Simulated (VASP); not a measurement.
Ta11Si24 (a cell with a defect), 35 atoms in the cell. The cell holds a defect, 35 atoms: a = 8.120 Å, b = 8.120 Å, c = 9.560 Å, α = 72.88°, β = 72.88°, γ = 61.30°. 

| Property | Result |
| --- | --- |
| Program | VASP 6.6.1 |
| Task | single point |
| Functional | LDA |
| Potentials or basis | VASP PAW LDA potentials, release 64 (Ta_pv, Si) |
| Cutoff | 520 eV |
| k mesh | 2 × 2 × 1 |
| Occupations | gaussian, width 0.02 eV |
| Spin | no spin polarisation |
| Dipole correction | no |
| Charge | -1 |
| Further INCAR settings | LREAL = Auto; ALGO = Normal; EDIFF = 1e-07; NBANDS = 132; NELECT = 218.0 |

Potentials or basis: VASP PAW LDA potentials, release 64 (Ta_pv, Si).

Command:

```sh
$ cat potpaw_LDA.64/Ta_pv/POTCAR potpaw_LDA.64/Si/POTCAR > POTCAR
$ mpirun -np 1 vasp_std > vasp.out
```

Hardware: 1 thread of Intel(R) Xeon(R) Platinum 8488C (Sapphire Rapids), on a shared host.

Q: Estimate the wall time of this run.

A: Wall time 16 min on 1 thread of Intel(R) Xeon(R) Platinum 8488C (Sapphire Rapids), on a shared host, peak memory 0.49 GiB. Counts: scf iterations 18, k points 4.
